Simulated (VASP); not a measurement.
Set up this calculation in VASP 6.6.1, as the native input.

```
Task                   : single point
Functional             : PBE
Potentials or basis    : VASP PAW PBE potentials, release 64 (Eu, H)
Cutoff                 : 520 eV
k mesh                 : 6 × 6 × 6
Occupations            : gaussian, width 0.1 eV
Spin                   : collinear spin, ferromagnetic start
Starting moments       : [7.0, 0.0, 0.0, 0.0, 0.0] μB
Dipole correction      : no
Further INCAR settings : ALGO = Normal; EDIFF = 1e-06; NBANDS = 22
```

The structure of EuH4 lies in POSCAR:

```
EuH4
1.0
   -2.2229169677      2.2229169677      2.0651582745
    2.2229169677     -2.2229169677      2.0651582745
    2.2229169677      2.2229169677     -2.0651582745
Eu H
1 4
Direct
    0.0000000000      0.0000000000      0.0000000000
    0.5000085996      0.2597423462      0.7597509458
    0.2597423462      0.4999914004      0.7597337466
    0.4999914004      0.7402576538      0.2402490542
    0.7402576538      0.5000085996      0.2402662534
```

The cell was generated, and may not be a known phase.

The input as run:

INCAR

```
SYSTEM = EuH4
PREC = Accurate
ENCUT = 520
EDIFF = 1E-6
ISMEAR = 0
SIGMA = 0.1
LREAL = .False.
LASPH = .True.
NELM = 150
ALGO = Normal
ISIF = 2
LWAVE = .False.
LCHARG = .False.
ISPIN = 2
MAGMOM = 7 0 0 0 0
LORBIT = 11
LMAXMIX = 6
GGA = PE
NBANDS = 22
```

KPOINTS

```
regular mesh
0
Gamma
  6 6 6
  0 0 0
```

Potentials or basis: VASP PAW PBE potentials, release 64 (Eu, H).

Run with:

```sh
$ cat potpaw_PBE.64/Eu/POTCAR potpaw_PBE.64/H/POTCAR > POTCAR
$ mpirun -np 1 vasp_std > vasp.out
```

It gave:

```json
{
  "Pressure": "-0.2 GPa",
  "Net moment": "6.58 μB per cell",
  "Site moments": "Eu +6.37; H -0.01 μB",
  "Valence electrons inside the program's atomic spheres": "Eu 14.75; H 0.50"
}
```

It took 55 s on 1 thread of Intel(R) Xeon(R) Platinum 8488C (Sapphire Rapids) (shared host), peak memory 0.22 GiB.
